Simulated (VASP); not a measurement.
Rh, 1 atom in the cell. It takes space group Fm-3m (No. 225, cubic). The conventional cell has a = 3.796 Å, b = 3.796 Å, c = 3.796 Å, α = 90.00°, β = 90.00°, γ = 90.00°. Rh (site symmetry m-3m) has 12 Rh at 2.68 Å within 3.5 Å. 

* Program: VASP 6.6.1
* Task: relaxation of cell and atoms
* Functional: LDA
* Potentials or basis: VASP PAW LDA potentials, release 64 (Rh_pv)
* Cutoff: 600 eV
* k mesh: 20 × 20 × 20
* Occupations: methfessel-paxton, width 0.05 eV
* Spin: no spin polarisation
* Dipole correction: no
* Further INCAR settings: ALGO = Normal; EDIFF = 1e-07; IBRION = 2; EDIFFG = -0.03; NSW = 80; ISIF = 3

Potentials or basis: VASP PAW LDA potentials, release 64 (Rh_pv).

The run is started by

```sh
$ cat potpaw_LDA.64/Rh_pv/POTCAR > POTCAR
$ mpirun -np 1 vasp_std > vasp.out
```

Hardware: 1 thread of Intel(R) Xeon(R) 6975P-C (Granite Rapids) (shared host).

Question: How long does it take, and how much memory?

Answer: Run time: 34 s on 1 thread of Intel(R) Xeon(R) 6975P-C (Granite Rapids) (shared host), peak memory 0.17 GiB. Counts: scf iterations 28, k points 256, ion steps 3.
